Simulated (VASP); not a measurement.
Wanted: the native input for a VASP 6.6.1 run.

* Task: single point
* Functional: PBE
* Potentials or basis: VASP PAW PBE potentials, release 64 (C, Mg)
* Cutoff: 520 eV
* k mesh: 2 × 2 × 1
* Occupations: fermi-dirac, width 0.02 eV
* Spin: no spin polarisation
* Dipole correction: no
* Further INCAR settings: LREAL = Auto; ALGO = Normal; EDIFF = 1e-07; NBANDS = 52

The structure of MgC18 lies in POSCAR:

```
MgC18
1.0
    7.3980000000      0.0000000000      0.0000000000
   -3.6990000000      6.4068560000      0.0000000000
    0.0000000000      0.0000000000     13.0000000000
C Mg
18 1
Direct
   -0.0003512307     -0.0038438510      0.0686876923
    0.2205723162      0.1066171926      0.0686812308
   -0.0023553998      0.3295187218      0.0686965385
    0.2225756627      0.4419837124      0.0686960000
   -0.0003109064      0.6648507474      0.0687205385
    0.2205339919      0.7752707412      0.0687089231
    0.3309971467     -0.0038059229      0.0686888462
    0.5559206018      0.1086554778      0.0686780000
    0.3330356471      0.3315435839      0.0686747692
    0.5538598677      0.4419454722      0.0686960769
    0.3329970858      0.6628087162      0.0686895385
    0.5538954572      0.7732632043      0.0686940769
    0.6663623989     -0.0018029124      0.0686937692
    0.8871866368      0.1086173936      0.0686778462
    0.6663258044      0.3294804815      0.0686959231
    0.8872243371      0.4399212344      0.0686977692
    0.6643015325      0.6628466443      0.0686886154
    0.8892263812      0.7753086693      0.0687065385
    0.1236720425      0.9142218898      0.3812197692
```

These files were run (other wordings do the same):

INCAR

```
ALGO = Normal ; EDIFF = 1E-7
ENCUT = 520 ; GGA = PE
ISIF = 2 ; ISMEAR = -1
LASPH = T ; LCHARG = F
LREAL = Auto ; LWAVE = F
NBANDS = 52 ; NELM = 60
PREC = Accurate ; SIGMA = 0.02
```

KPOINTS

```
k-points
0
Gamma
  2 2 1
```

Potentials or basis: VASP PAW PBE potentials, release 64 (C, Mg).

Launch:

```sh
$ cat potpaw_PBE.64/C/POTCAR potpaw_PBE.64/Mg/POTCAR > POTCAR
$ mpirun -np 1 vasp_std > vasp.out
```

It gave:

- Largest force: 0.011 eV/Å
- Band gap on the k mesh: 0.22 eV, direct

Caveat: the k points lie up to 0.49 Å⁻¹ apart.

Run time: 5.2 min on 1 thread of Intel Xeon 6975P-C, on a shared host, peak memory 0.62 GiB.
